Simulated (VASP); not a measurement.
# In (C2/m) in VASP: single point with BLYP

Aim: the single point of In with BLYP.

Everything below comes from runs of VASP 6.6.1. Logs are shortened: lines on timing, memory, paths and dates and some standing lists are left out, and cuts for length are marked.

## 1. The cell of the first run

It takes space group C2/m (No. 12, monoclinic). Conventional cell: a = 4.953 Å, b = 4.945 Å, c = 3.661 Å, α = 90.00°, β = 131.51°, γ = 90.00°. Within 4.6 Å of In (site symmetry 2/m) lie 12 In at 3.50 to 3.73 Å.

## 2. Single point, BLYP (33.57 Å³/atom)

INCAR

```
SYSTEM = In
PREC = Accurate ; ENCUT = 520
EDIFF = 1E-6 ; ISMEAR = -1
SIGMA = 0.1 ; LREAL = .False.
LASPH = .True. ; NELM = 80
ALGO = Normal ; ISIF = 2
LWAVE = .False. ; LCHARG = .False.
GGA = B5 ; ALDAX = 1.0
AGGAX = 1.0 ; AGGAC = 1.0
ALDAC = 0.0 ; NBANDS = 12
```

KPOINTS

```
Automatic mesh
0
Gamma
  18 18 21
  0 0 0
```

POSCAR

```
In
1.0
   -1.7310054820      1.7659364492      2.7419204751
    1.7659364492     -1.7310054820      2.7419204751
    1.7334881400      1.7334881400     -2.7189673121
In
1
Direct
    0.0000000000      0.0000000000      0.0000000000
```

Potentials or basis: VASP PAW PBE potentials, release 64 (In_d).

Started as:

```console
cat potpaw_PBE.64/In_d/POTCAR > POTCAR
mpirun -np 1 vasp_std > vasp.out
```

OUTCAR:

```text
SYSTEM = In
   PREC = Accurate
   ENCUT = 520
   EDIFF = 1E-6
   ISMEAR = -1
   LREAL = .False.
   LASPH = .True.
   NELM = 80
   ISIF = 2
   GGA = B5

 ion  position               nearest neighbor table
   1  0.000  0.000  0.000-

  Warning from LATTYP: Got some problem with cell dimensions!
  Tried to take original basis but could not verify dimensions!
  LATTYP: Found a base centered monoclinic cell.
 ALAT       =     4.9526574813
 B/A-ratio  =     0.9985392135
 C/A-ratio  =     0.7391942701
 COS(beta)  =    -0.6627235240

  Lattice vectors:

 A1 = (  -0.0024826580,  -3.4994245892,  -0.0229531630)
 A2 = (  -3.4994245892,  -0.0024826580,  -0.0229531630)
 A3 = (   1.7334881400,   1.7334881400,  -2.7189673121)

Analysis of symmetry for initial positions (statically):
=====================================================================
 Subroutine PRICEL returns:
 Original cell was already a primitive cell.

 Routine SETGRP: Setting up the symmetry group for a
 base centered monoclinic supercell.

 Subroutine GETGRP returns: Found  4 space group operations
 (whereof  4 operations were pure point group operations)
 out of a pool of  4 trial point group operations.

The static configuration has the point symmetry C_2h.

Analysis of symmetry for dynamics (positions and initial velocities):
=====================================================================
 Subroutine PRICEL returns:
 Original cell was already a primitive cell.

 Routine SETGRP: Setting up the symmetry group for a
 base centered monoclinic supercell.

 Subroutine GETGRP returns: Found  4 space group operations
 (whereof  4 operations were pure point group operations)
 out of a pool of  4 trial point group operations.

The dynamic configuration has the point symmetry C_2h.

 Subroutine INISYM returns: Found  4 space group operations
 (whereof  4 operations are pure point group operations),
 and found     1 'primitive' translations

----------------------------------------------------------------------------------------

                                     Primitive cell

  volume of cell :      33.5747

  direct lattice vectors                    reciprocal lattice vectors
    -1.731005482  1.765936449  2.741920475    -0.001386144  0.284577999  0.180550064
     1.765936449 -1.731005482  2.741920475     0.284577999 -0.001386144  0.180550064
     1.733488140  1.733488140 -2.718967312     0.285582523  0.285582523 -0.003638207

  length of vectors
     3.692294600  3.692294600  3.660976032     0.337023566  0.337023566  0.403891064

  position of ions in fractional coordinates (direct lattice)
     0.000000000  0.000000000  0.000000000

  ion indices of the primitive-cell ions
   primitive index   ion index
                 1           1

----------------------------------------------------------------------------------------

 KPOINTS: Automatic mesh

Automatic generation of k-mesh.
 Grid dimensions read from file:
 generate k-points for:   18   18   21

 Generating k-lattice:

  Cartesian coordinates                     Fractional coordinates (reciprocal lattice)
    -0.000077008  0.015809889  0.010030559     0.055555556 -0.000000000  0.000000000
     0.015809889 -0.000077008  0.010030559    -0.000000000  0.055555556  0.000000000
     0.013599168  0.013599168 -0.000173248     0.000000000  0.000000000  0.047619048

  Length of vectors
     0.018723531  0.018723531  0.019232908

  Shift w.r.t. Gamma in fractional coordinates (k-lattice)
     0.000000000  0.000000000  0.000000000

 Subroutine IBZKPT returns following result:
 ===========================================

 Found   1801 irreducible k-points:

 Following reciprocal coordinates:
            Coordinates               Weight
  0.000000  0.000000  0.000000      1.000000
  0.055556  0.000000  0.000000      4.000000
  0.111111  0.000000  0.000000      4.000000
  0.166667  0.000000  0.000000      4.000000
  0.222222  0.000000  0.000000      4.000000
  0.277778  0.000000  0.000000      4.000000
[... 16 lines left out ...]
 -0.277778  0.055556 -0.000000      4.000000
 -0.222222  0.055556 -0.000000      4.000000
 [... further k-points ...]
   k-points           NKPTS =   1801   k-points in BZ     NKDIM =   1801   number of bands    NBANDS=     12
   number of dos      NEDOS =    301   number of ions     NIONS =      1
   total plane-waves  NPLWV =  21952
   dimension x,y,z NGX =    28 NGY =   28 NGZ =   28
   dimension x,y,z NGXF=    56 NGYF=   56 NGZF=   56
   ions per type =               1
   NGX,Y,Z   is equivalent  to a cutoff of  12.61, 12.61, 12.71 a.u.
   NGXF,Y,Z  is equivalent  to a cutoff of  25.21, 25.21, 25.43 a.u.
 SYSTEM =  In
   PREC   = accura    normal or accurate (medium, high low for compatibility)
   ISTART =      0    job   : 0-new  1-cont  2-samecut
   ICHARG =      2    charge: 1-file 2-atom 10-const
   ISPIN  =      1    spin polarized calculation?
   LNONCOLLINEAR =      F non collinear calculations
   LSORBIT =      F    spin-orbit coupling
   LASPH  =      T    aspherical Exc in radial PAW
   ENCUT  =  520.0 eV  38.22 Ry    6.18 a.u.   6.87  6.87  6.81*2*pi/ulx,y,z
   NELM   =     80;   NELMIN=  2; NELMDL= -5     # of ELM steps
   EDIFF  = 0.1E-05   stopping-criterion for ELM
   LREAL  =      F    real-space projection
   EDIFFG = 0.1E-04   stopping-criterion for IOM
   NSW    =      0    number of steps for IOM
   IBRION =     -1    ionic relax: 0-MD 1-quasi-New 2-CG
   NFREE  =      0    steps in history (QN), initial steepest desc. (CG)
   ISIF   =      2    stress and relaxation
   ISYM   =      2    0-nonsym 1-usesym 2-fastsym
   POTIM  = 0.5000    time-step for ionic-motion
   TEBEG  =    0.0;   TEEND  =   0.0 temperature during run
   PSTRESS=    0.0 pullay stress
   NELECT =      13.0000    total number of electrons
   NUPDOWN=      -1.0000    fix difference up-down
   EMIN   =  10.00;   EMAX   =-10.00  energy-range for DOS
   EFERMI =   0.00;   METHOD = LEGACY
   ISMEAR =    -1;   SIGMA  =   0.10  broadening in eV -4-tet -1-fermi 0-gaus
   EFERMI_NEDOS =   21; number of points for ismear=-14 and -15
   IALGO  =     38    algorithm
   IMIX   =      4    mixing-type and parameters
     AMIX     =   0.40;   BMIX     =  1.00
     AMIX_MAG =   1.60;   BMIX_MAG =  1.00
  volume/ion in A,a.u.               =      33.57       226.57
  Fermi-wavevector in a.u.,A,eV,Ry     =   1.193215  2.254850 19.371461  1.423762
  Thomas-Fermi vector in A             =   2.329235
   LORBIT       =      0    0 simple, 1 ext, 2 COOP (PROOUT), +10 PAW based schemes
   GGA     = B5    functional components
   LHFCALC =     F    Hartree Fock is set to
   AEXX    =    0.0000 exact exchange contribution
   IVDW    =     0    specifies the selected vdW correction
   LEPSILON=     F    determine dielectric tensor
   LRPA    =     F    only Hartree local field effects (RPA)
 non-spin polarized calculation
  energy-cutoff  :      520.00
  volume of cell :       33.57
 maximum number of plane-waves:       923
   NGX = 13   NGY = 13   NGZ = 13

 number of electron      13.0000003 magnetization

 Free energy of the ion-electron system (eV)
  ---------------------------------------------------
  ext. energy  EPLUGINS =         0.00000000
  ---------------------------------------------------
  free energy    TOTEN  =        -1.86034549 eV

  energy without entropy =       -1.84004181  energy(sigma->0) =       -1.85019365

 E-fermi :   5.4557     XC(G=0):  -8.5459

 val. band max:        5.4556227137   @ k =  -0.2222   0.3333   0.1429
 cond. band min:       5.4562249780   @ k =  -0.3333   0.1667   0.2857
 fundamental gap:      0.0006022642
 Fermi energy:         5.4557289427

 k-point     1 :       0.0000    0.0000    0.0000
  band No.  band energies     occupation
      1      -9.1051      2.00000
      2      -9.0279      2.00000
      3      -9.0267      2.00000
      4      -9.0099      2.00000
      5      -8.9298      2.00000
      6      -2.5763      2.00000
      7      13.4848      0.00000
      8      13.6444      0.00000
      9      13.8015      0.00000
     10      16.8494      0.00000
     11      17.4347      0.00000
     12      17.8598      0.00000

 k-point     2 :       0.0556    0.0000    0.0000
  band No.  band energies     occupation
      1      -9.1019      2.00000
      2      -9.0284      2.00000
      3      -9.0247      2.00000
      4      -9.0085      2.00000
      5      -8.9309      2.00000
      6      -2.5221      2.00000
      7      12.9353      0.00000
      8      13.5226      0.00000
      9      13.7035      0.00000
     10      16.4653      0.00000
     11      17.7327      0.00000
     12      18.0674      0.00000

 k-point     3 :       0.1111    0.0000    0.0000
  band No.  band energies     occupation
      1      -9.0936      2.00000
      2      -9.0312      2.00000
      3      -9.0186      2.00000
      4      -9.0027      2.00000
      5      -8.9337      2.00000
      6      -2.3592      2.00000
      7      11.6264      0.00000
      8      13.2664      0.00000
      9      13.5303      0.00000
     10      16.1558      0.00000
     11      17.6820      0.00000
     12      18.2798      0.00000

 k-point     4 :       0.1667    0.0000    0.0000
  band No.  band energies     occupation
      1      -9.0838      2.00000
      2      -9.0368      2.00000
      3      -9.0109      2.00000
      4      -8.9898      2.00000
      5      -8.9366      2.00000
      6      -2.0873      2.00000
      7      10.1273      0.00000
      8      12.8734      0.00000
      9      13.3740      0.00000
     10      15.9407      0.00000
     11      17.2085      0.00000
     12      18.7359      0.00000

 k-point     5 :       0.2222    0.0000    0.0000
  band No.  band energies     occupation
      1      -9.0760      2.00000
      2      -9.0442      2.00000
      3      -9.0050      2.00000
      4      -8.9692      2.00000
      5      -8.9368      2.00000
      6      -1.7067      2.00000
      7       8.6264      0.00000
      8      12.4515      0.00000
      9      13.2314      0.00000
     10      15.7643      0.00000
     11      16.7812      0.00000
     12      19.0289      0.00000
[... 228 lines left out ...]
      1      -9.0679      2.00000
      2      -9.0608      2.00000
      3      -9.0104      2.00000
      4      -8.9251      2.00000
      5      -8.8941      2.00000
      6      -0.1071      2.00000
      7       5.0006      1.97911
      8      11.2906      0.00000
      9      12.7572      0.00000
     10      15.4109      0.00000
     11      16.3075      0.00000
     12      17.6559      0.00000

 k-point    22 :      -0.3333    0.0556    0.0000
  band No.  band energies     occupation
      1      -9.0629      2.00000
      2      -9.0594      2.00000
      3      -9.0057      2.00000
      4      -8.9380      2.00000
      5      -8.9146      2.00000
      6      -0.7548      2.00000
      7       6.2508      0.00070
      8      11.5214      0.00000
      9      12.9076      0.00000
     10      15.5854      0.00000
     11      16.6579      0.00000
     12      17.6781      0.00000

 k-point    23 :      -0.2778    0.0556   -0.0000
  band No.  band energies     occupation
      1      -9.0634      2.00000
      2      -9.0528      2.00000
      3      -9.0032      2.00000
      4      -8.9539      2.00000
      5      -8.9338      2.00000
      6      -1.3153      2.00000
      7       7.6189      0.00000
      8      11.8333      0.00000
      9      13.0649      0.00000
     10      15.7476      0.00000
     11      17.0714      0.00000
     12      17.8931      0.00000

 k-point    24 :      -0.2222    0.0556   -0.0000
  band No.  band energies     occupation
      1      -9.0676      2.00000
      2      -9.0454      2.00000
      3      -9.0058      2.00000
      4      -8.9739      2.00000
      5      -8.9418      2.00000
      6      -1.7734      2.00000
      7       9.0732      0.00000
      8      12.2112      0.00000
      9      13.2186      0.00000
     10      15.8232      0.00000
     11      17.4989      0.00000
     12      18.3600      0.00000

 [... further k-points ...]

------------------------ aborting loop because EDIFF is reached ----------------------------------------

  FORCE on cell =-STRESS in cart. coord.  units (eV):
  Direction    XX          YY          ZZ          XY          YZ          ZX
  --------------------------------------------------------------------------------------
  -------------------------------------------------------------------------------------
  Total       -0.3095954     -0.3095954     -0.2988940     -0.0040339      0.0024592      0.0024592
  in kB      -14.7738425    -14.7738425    -14.2631729     -0.1924951      0.1173540      0.1173543
  external PRESSURE =     -14.6036193 kB  Pullay stress =       0.0000000 kB

 VOLUME and BASIS-vectors are now :
 -----------------------------------------------------------------------------
  energy-cutoff  :      520.00
  volume of cell :       33.57
      direct lattice vectors                 reciprocal lattice vectors
    -1.731005482  1.765936449  2.741920475    -0.001386144  0.284577999  0.180550064
     1.765936449 -1.731005482  2.741920475     0.284577999 -0.001386144  0.180550064
     1.733488140  1.733488140 -2.718967312     0.285582523  0.285582523 -0.003638207

 POSITION                                       TOTAL-FORCE (eV/Angst)
 -----------------------------------------------------------------------------------
      0.00000      0.00000      0.00000        -0.000000      0.000000      0.000000
 -----------------------------------------------------------------------------------
    total drift:                               -0.000000     -0.000000     -0.000000

  FREE ENERGIE OF THE ION-ELECTRON SYSTEM (eV)
  ---------------------------------------------------
  free  energy   TOTEN  =        -1.8603454878 eV

  energy  without entropy=       -1.8400418063  energy(sigma->0) =       -1.85019365
```

It took 5.7 min on 1 thread of Intel Xeon Platinum 8488C (Sapphire Rapids), shared host; peak memory 0.73 GiB.

Results:

| Quantity | Value |
| --- | --- |
| Free energy | -1.8603 eV |
| Pressure | -1.5 GPa |
| Band gap on the k mesh | zero (an odd number of electrons rules out a gap without spin polarisation) |

Levels at points of the mesh, in eV from the Fermi level:
| k point | band 3 | band 4 | band 5 | band 6 | band 7 | band 8 | band 9 | band 10 |
| --- | --- | --- | --- | --- | --- | --- | --- | --- |
| (0.00, 0.00, 0.00) | -14.48 | -14.47 | -14.39 | -8.03 | 8.03 | 8.19 | 8.35 | 11.39 |
| (0.50, 0.00, 0.00) | -14.47 | -14.36 | -14.33 | -4.38 | -2.30 | 5.82 | 7.46 | 9.69 |
| (0.50, 0.50, 0.00) | -14.35 | -14.35 | -14.28 | -2.29 | -1.16 | 2.73 | 3.47 | 6.14 |

Caveat: the PAW data sets were made with another functional, which shifts forces and pressure a little; spin-orbit coupling is left out, which moves the levels of the heavy elements.
